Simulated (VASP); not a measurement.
# SnTe (zincblende type): relaxation of cell and atoms with PBE

The system is SnTe (zincblende type).

```
CELL_PARAMETERS angstrom
0.00000 2.79681 2.79681
2.79681 0.00000 2.79681
2.79681 2.79681 0.00000
ATOMIC_POSITIONS crystal
Sn 0.00000 0.00000 0.00000
Te 0.25000 0.25000 0.25000
```

```json
{"Program": "VASP 6.6.1", "Task": "relaxation of cell and atoms", "Functional": "PBE", "Potentials or basis": "VASP PAW PBE potentials, release 64 (Sn_d, Te)", "Cutoff": "600 eV", "k mesh": "13 × 13 × 13", "Occupations": "fermi-dirac, width 0.08 eV", "Spin": "no spin polarisation", "Target pressure": "55 GPa", "Dipole correction": "no", "Further INCAR settings": "ALGO = Normal; EDIFF = 1e-06; IBRION = 2; EDIFFG = -0.005; NSW = 60; ISIF = 3"}
```

* Relaxed volume: 24.48 Å³/atom
* Relaxed cell: a = 4.106 Å, b = 4.106 Å, c = 4.106 Å, α = 60.00°, β = 60.00°, γ = 60.00°
* Space group after relaxing (to 0.1 Å): F-43m (No. 216)
* Energy change on relaxing (the run minimises the enthalpy): -1099.9 meV/atom
* Ionic steps: 6
* Pressure after relaxing: 55.0 GPa
* Band gap on the k mesh: zero (bands 10 and 11 overlap by 2.57 eV)

The path:
```
step  energy change (eV)  largest force (eV/Å)  pressure (GPa)  volume (Å³)
   1              0.0000                0.0000           82.71        43.75
   2             -6.0571                0.0000            9.95        72.35
   3             -2.5657                0.0000           50.63        50.07
   4             -2.2374                0.0000           54.55        49.07
   5             -2.1997                0.0000           55.06        48.96
   6             -2.1997                0.0000           55.01        48.96
```

Final structure:
```xyz
2
Lattice="0.0000 2.9035 2.9035 2.9035 0.0000 2.9035 2.9035 2.9035 0.0000" Properties=species:S:1:pos:R:3 pbc="T T T"
Sn    2.9035    0.0000    2.9035
Te    1.4518    1.4518    1.4518
```

Levels at points of the mesh, in eV from the Fermi level:
```csv
k point,band 7,band 8,band 9,band 10,band 11,band 12,band 13,band 14
"(0.00, 0.00, 0.00)",-3.40,-3.40,-3.40,-2.26,0.21,0.21,0.21,3.87
```

Wall time 4.8 min on 1 thread of Intel Xeon 8259CL, with other jobs on the host, peak memory 0.24 GiB.

Caveat: the cell is relaxed towards a set pressure, so the run minimises the enthalpy, not the energy; spin-orbit coupling is left out, which moves the levels of the heavy elements.
